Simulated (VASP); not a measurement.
# Pt (Fm-3m) in VASP: single point with r2SCAN

Aim: the single point of Pt with r2SCAN.

All numbers are computed with VASP 6.6.1; they aren't measurements. Logs are shortened: lines on timing, memory, paths and dates and some standing lists are left out, and cuts for length are marked.

### 1 The cell of the first run

The structure is cubic, space group Fm-3m (No. 225). Conventional cell: a = 3.974 Å, b = 3.974 Å, c = 3.974 Å, α = 90.00°, β = 90.00°, γ = 90.00°. Within 3.7 Å of Pt (site symmetry m-3m) lie 12 Pt at 2.81 Å.

### 2 Single point, r2SCAN

Contents of POSCAR:

```
Pt
1.0
    0.0000000000      1.9869250000      1.9869250000
    1.9869250000      0.0000000000      1.9869250000
    1.9869250000      1.9869250000      0.0000000000
Pt
1
Direct
    0.0000000000      0.0000000000      0.0000000000
```

Contents of INCAR.step1:

```
  ALGO = Normal
  EDIFF = 1E-4
  ENCUT = 520
  GGA = PE
  ISMEAR = -1
  LASPH = True
  LCHARG = False
  LREAL = False
  LWAVE = True
  NBANDS = 11
  NELM = 100
  PREC = Accurate
  SIGMA = 0.1
```

Contents of INCAR.step2:

```
  ALGO = Normal
  EDIFF = 1E-6
  ENCUT = 520
  ISIF = 2
  ISMEAR = -1
  ISTART = 1
  LASPH = True
  LCHARG = False
  LMIXTAU = True
  LREAL = False
  LWAVE = False
  METAGGA = R2SCAN
  NBANDS = 11
  NELM = 100
  PREC = Accurate
  SIGMA = 0.1
```

Contents of KPOINTS:

```
k-points
0
Gamma
  14 14 14
```

Potentials or basis: VASP PAW PBE potentials, release 64 (Pt).

Launch:

```bash
$ cat potpaw_PBE.64/Pt/POTCAR > POTCAR
$ cp INCAR.step1 INCAR
$ mpirun -np 1 vasp_std > vasp.out
$ cp INCAR.step2 INCAR
$ mpirun -np 1 vasp_std > vasp.out
```

OUTCAR:

```text
EDIFF = 1E-6
   ENCUT = 520
   ISIF = 2
   ISMEAR = -1
   ISTART = 1
   LASPH = True
   LREAL = False
   METAGGA = R2SCAN
   NELM = 100
   PREC = Accurate

 ion  position               nearest neighbor table
   1  0.000  0.000  0.000-

  LATTYP: Found a face centered cubic cell.
 ALAT       =     3.9738500000

  Lattice vectors:

 A1 = (   0.0000000000,   1.9869250000,   1.9869250000)
 A2 = (   1.9869250000,   0.0000000000,   1.9869250000)
 A3 = (   1.9869250000,   1.9869250000,   0.0000000000)

Analysis of symmetry for initial positions (statically):
=====================================================================
 Subroutine PRICEL returns:
 Original cell was already a primitive cell.

 Routine SETGRP: Setting up the symmetry group for a
 face centered cubic supercell.

 Subroutine GETGRP returns: Found 48 space group operations
 (whereof 48 operations were pure point group operations)
 out of a pool of 48 trial point group operations.

The static configuration has the point symmetry O_h .

Analysis of symmetry for dynamics (positions and initial velocities):
=====================================================================
 Subroutine PRICEL returns:
 Original cell was already a primitive cell.

 Routine SETGRP: Setting up the symmetry group for a
 face centered cubic supercell.

 Subroutine GETGRP returns: Found 48 space group operations
 (whereof 48 operations were pure point group operations)
 out of a pool of 48 trial point group operations.

The dynamic configuration has the point symmetry O_h .

 Subroutine INISYM returns: Found 48 space group operations
 (whereof 48 operations are pure point group operations),
 and found     1 'primitive' translations

----------------------------------------------------------------------------------------

                                     Primitive cell

  volume of cell :      15.6882

  direct lattice vectors                    reciprocal lattice vectors
     0.000000000  1.986925000  1.986925000    -0.251645130  0.251645130  0.251645130
     1.986925000  0.000000000  1.986925000     0.251645130 -0.251645130  0.251645130
     1.986925000  1.986925000  0.000000000     0.251645130  0.251645130 -0.251645130

  length of vectors
     2.809936282  2.809936282  2.809936282     0.435862151  0.435862151  0.435862151

  position of ions in fractional coordinates (direct lattice)
     0.000000000  0.000000000  0.000000000

  ion indices of the primitive-cell ions
   primitive index   ion index
                 1           1

----------------------------------------------------------------------------------------

 KPOINTS: k-points

Automatic generation of k-mesh.
 Grid dimensions read from file:
 generate k-points for:   14   14   14

 Generating k-lattice:

  Cartesian coordinates                     Fractional coordinates (reciprocal lattice)
    -0.017974652  0.017974652  0.017974652     0.071428571  0.000000000  0.000000000
     0.017974652 -0.017974652  0.017974652     0.000000000  0.071428571  0.000000000
     0.017974652  0.017974652 -0.017974652     0.000000000  0.000000000  0.071428571

  Length of vectors
     0.031133011  0.031133011  0.031133011

  Shift w.r.t. Gamma in fractional coordinates (k-lattice)
     0.000000000  0.000000000  0.000000000

 Subroutine IBZKPT returns following result:
 ===========================================

 Found    104 irreducible k-points:

 Following reciprocal coordinates:
            Coordinates               Weight
  0.000000  0.000000  0.000000      1.000000
  0.071429  0.000000  0.000000      8.000000
  0.142857  0.000000  0.000000      8.000000
  0.214286  0.000000  0.000000      8.000000
  0.285714  0.000000  0.000000      8.000000
  0.357143  0.000000  0.000000      8.000000
[... 16 lines left out ...]
  0.214286  0.142857  0.000000     24.000000
  0.285714  0.142857  0.000000     24.000000
 [... further k-points ...]
   k-points           NKPTS =    104   k-points in BZ     NKDIM =    104   number of bands    NBANDS=     11
   number of dos      NEDOS =    301   number of ions     NIONS =      1
   total plane-waves  NPLWV =  13824
   dimension x,y,z NGX =    24 NGY =   24 NGZ =   24
   dimension x,y,z NGXF=    48 NGYF=   48 NGZF=   48
   ions per type =               1
   NGX,Y,Z   is equivalent  to a cutoff of  14.20, 14.20, 14.20 a.u.
   NGXF,Y,Z  is equivalent  to a cutoff of  28.40, 28.40, 28.40 a.u.
 SYSTEM =  unknown system
   PREC   = accura    normal or accurate (medium, high low for compatibility)
   ISTART =      1    job   : 0-new  1-cont  2-samecut
   ICHARG =      0    charge: 1-file 2-atom 10-const
   ISPIN  =      1    spin polarized calculation?
   LNONCOLLINEAR =      F non collinear calculations
   LSORBIT =      F    spin-orbit coupling
   LASPH  =      T    aspherical Exc in radial PAW
   ENCUT  =  520.0 eV  38.22 Ry    6.18 a.u.   5.22  5.22  5.22*2*pi/ulx,y,z
   NELM   =    100;   NELMIN=  2; NELMDL=  0     # of ELM steps
   EDIFF  = 0.1E-05   stopping-criterion for ELM
   LREAL  =      F    real-space projection
   EDIFFG = 0.1E-04   stopping-criterion for IOM
   NSW    =      0    number of steps for IOM
   IBRION =     -1    ionic relax: 0-MD 1-quasi-New 2-CG
   NFREE  =      0    steps in history (QN), initial steepest desc. (CG)
   ISIF   =      2    stress and relaxation
   ISYM   =      2    0-nonsym 1-usesym 2-fastsym
   POTIM  = 0.5000    time-step for ionic-motion
   TEBEG  =    0.0;   TEEND  =   0.0 temperature during run
   PSTRESS=    0.0 pullay stress
   NELECT =      10.0000    total number of electrons
   NUPDOWN=      -1.0000    fix difference up-down
   EMIN   =  10.00;   EMAX   =-10.00  energy-range for DOS
   EFERMI =   0.00;   METHOD = LEGACY
   ISMEAR =    -1;   SIGMA  =   0.10  broadening in eV -4-tet -1-fermi 0-gaus
   EFERMI_NEDOS =   21; number of points for ismear=-14 and -15
   IALGO  =     38    algorithm
   IMIX   =      4    mixing-type and parameters
     AMIX     =   0.40;   BMIX     =  1.00
     AMIX_MAG =   1.60;   BMIX_MAG =  1.00
  volume/ion in A,a.u.               =      15.69       105.87
  Fermi-wavevector in a.u.,A,eV,Ry     =   1.408910  2.662454 27.007950  1.985028
  Thomas-Fermi vector in A             =   2.531020
   LORBIT       =      0    0 simple, 1 ext, 2 COOP (PROOUT), +10 PAW based schemes
   METAGGA = R2SCAN    functional components
   LHFCALC =     F    Hartree Fock is set to
   AEXX    =    0.0000 exact exchange contribution
   IVDW    =     0    specifies the selected vdW correction
   LEPSILON=     F    determine dielectric tensor
   LRPA    =     F    only Hartree local field effects (RPA)
 non-spin polarized calculation
  energy-cutoff  :      520.00
  volume of cell :       15.69
 maximum number of plane-waves:       444
 NGX is ok and might be reduce to    24
   NGX = 11   NGY = 11   NGZ = 11

 number of electron      10.0000002 magnetization

 Free energy of the ion-electron system (eV)
  ---------------------------------------------------
  ext. energy  EPLUGINS =         0.00000000
  ---------------------------------------------------
  free energy    TOTEN  =       -51.52898482 eV

  energy without entropy =      -51.47684476  energy(sigma->0) =      -51.50291479

 E-fermi :  10.2681     XC(G=0): -14.3562

 val. band max:       10.2501457122   @ k =  -0.3571   0.3571   0.1429
 cond. band min:      10.2898012010   @ k =   0.5000   0.0000   0.0000
 fundamental gap:      0.0396554888
 Fermi energy:        10.2680736278

 k-point     1 :       0.0000    0.0000    0.0000
  band No.  band energies     occupation
      1       0.2303      2.00000
      2       6.6003      2.00000
      3       6.6003      2.00000
      4       6.6003      2.00000
      5       8.6246      2.00000
      6       8.6246      2.00000
      7      25.8578      0.00000
      8      30.7951      0.00000
      9      30.7951      0.00000
     10      30.7951      0.00000
     11      36.5192      0.00000

 k-point     2 :       0.0714    0.0000    0.0000
  band No.  band energies     occupation
      1       0.4358      2.00000
      2       6.5136      2.00000
      3       6.6796      2.00000
      4       6.6796      2.00000
      5       8.5835      2.00000
      6       8.5835      2.00000
      7      26.1605      0.00000
      8      29.7609      0.00000
      9      31.0960      0.00000
     10      31.0960      0.00000
     11      37.5496      0.00000

 k-point     3 :       0.1429    0.0000    0.0000
  band No.  band energies     occupation
      1       1.0199      2.00000
      2       6.3177      2.00000
      3       6.8620      2.00000
      4       6.8620      2.00000
      5       8.5267      2.00000
      6       8.5267      2.00000
      7      26.8853      0.00000
      8      27.7657      0.00000
      9      31.9452      0.00000
     10      31.9452      0.00000
     11      36.6950      0.00000

 k-point     4 :       0.2143    0.0000    0.0000
  band No.  band energies     occupation
      1       1.8565      2.00000
      2       6.2071      2.00000
      3       6.9723      2.00000
      4       6.9723      2.00000
      5       8.6497      2.00000
      6       8.6497      2.00000
      7      25.3722      0.00000
      8      27.5459      0.00000
      9      33.1171      0.00000
     10      33.1171      0.00000
     11      34.8558      0.00000

 k-point     5 :       0.2857    0.0000    0.0000
  band No.  band energies     occupation
      1       2.6418      2.00000
      2       6.5379      2.00000
      3       6.8857      2.00000
      4       6.8857      2.00000
      5       9.0741      1.99999
      6       9.0741      1.99999
      7      22.7494      0.00000
      8      27.1780      0.00000
      9      33.2897      0.00000
     10      33.2897      0.00000
     11      35.1061      0.00000
[... 211 lines left out ...]
 k-point    21 :      -0.0714    0.0714    0.0000
  band No.  band energies     occupation
      1       0.7695      2.00000
      2       6.3550      2.00000
      3       6.7918      2.00000
      4       6.8381      2.00000
      5       8.3930      2.00000
      6       8.6724      2.00000
      7      26.6230      0.00000
      8      28.8359      0.00000
      9      30.7834      0.00000
     10      31.9470      0.00000
     11      37.4971      0.00000

 k-point    22 :       0.1429    0.1429    0.0000
  band No.  band energies     occupation
      1       1.2920      2.00000
      2       5.9673      2.00000
      3       7.1507      2.00000
      4       7.1507      2.00000
      5       7.9493      2.00000
      6       8.8960      2.00000
      7      27.4128      0.00000
      8      29.1843      0.00000
      9      30.4523      0.00000
     10      30.4523      0.00000
     11      38.1492      0.00000

 k-point    23 :       0.2143    0.1429    0.0000
  band No.  band energies     occupation
      1       1.9458      2.00000
      2       5.7008      2.00000
      3       7.2519      2.00000
      4       7.4041      2.00000
      5       7.9262      2.00000
      6       9.0589      1.99999
      7      27.5153      0.00000
      8      28.2477      0.00000
      9      30.0999      0.00000
     10      30.9591      0.00000
     11      35.5527      0.00000

 k-point    24 :       0.2857    0.1429    0.0000
  band No.  band energies     occupation
      1       2.7771      2.00000
      2       5.5693      2.00000
      3       6.9174      2.00000
      4       7.4946      2.00000
      5       8.5940      2.00000
      6       9.3913      1.99969
      7      25.0104      0.00000
      8      28.3986      0.00000
      9      29.6674      0.00000
     10      31.2839      0.00000
     11      35.0778      0.00000

 [... further k-points ...]

------------------------ aborting loop because EDIFF is reached ----------------------------------------

  FORCE on cell =-STRESS in cart. coord.  units (eV):
  Direction    XX          YY          ZZ          XY          YZ          ZX
  --------------------------------------------------------------------------------------
  -------------------------------------------------------------------------------------
  Total       -0.5555986     -0.5555986     -0.5555986      0.0000000     -0.0000000      0.0000000
  in kB      -56.7410381    -56.7410381    -56.7410381      0.0000000     -0.0000000      0.0000000
  external PRESSURE =     -56.7410381 kB  Pullay stress =       0.0000000 kB

 VOLUME and BASIS-vectors are now :
 -----------------------------------------------------------------------------
  energy-cutoff  :      520.00
  volume of cell :       15.69
      direct lattice vectors                 reciprocal lattice vectors
     0.000000000  1.986925000  1.986925000    -0.251645130  0.251645130  0.251645130
     1.986925000  0.000000000  1.986925000     0.251645130 -0.251645130  0.251645130
     1.986925000  1.986925000  0.000000000     0.251645130  0.251645130 -0.251645130

 POSITION                                       TOTAL-FORCE (eV/Angst)
 -----------------------------------------------------------------------------------
      0.00000      0.00000      0.00000         0.000000      0.000000      0.000000
 -----------------------------------------------------------------------------------
    total drift:                               -0.000000      0.000000      0.000000

  FREE ENERGIE OF THE ION-ELECTRON SYSTEM (eV)
  ---------------------------------------------------
  free  energy   TOTEN  =       -51.5289848177 eV

  energy  without entropy=      -51.4768447584  energy(sigma->0) =      -51.50291479
```

Run time: 41 s. Hardware: 1 thread of Intel Xeon 6975P-C, shared host; peak memory 0.16 GiB.

Results:

```yaml
Free_energy: -51.5290 eV
Pressure: -5.7 GPa
Band_gap_on_the_k_mesh: zero (band 5 reaches 10.76 eV, above the bottom of band 6 at 8.53 eV)
```

Levels at points of the mesh, in eV from the Fermi level:
| k point | band 1 | band 2 | band 3 | band 4 | band 5 | band 6 | band 7 | band 8 | band 9 | band 10 |
| --- | --- | --- | --- | --- | --- | --- | --- | --- | --- | --- |
| (0.00, 0.00, 0.00) | -10.04 | -3.67 | -3.67 | -3.67 | -1.64 | -1.64 | 15.59 | 20.53 | 20.53 | 20.53 |
| (0.50, 0.00, 0.00) | -7.15 | -3.76 | -3.76 | -0.13 | 0.02 | 0.02 | 5.85 | 15.22 | 19.67 | 19.67 |
| (0.50, 0.50, 0.00) | -6.85 | -6.44 | -0.06 | 0.49 | 0.49 | 2.03 | 8.91 | 11.89 | 11.89 | 20.79 |

Caveat: the PAW data sets were made with another functional, which shifts forces and pressure a little; spin-orbit coupling is left out, which moves the levels of the heavy elements.
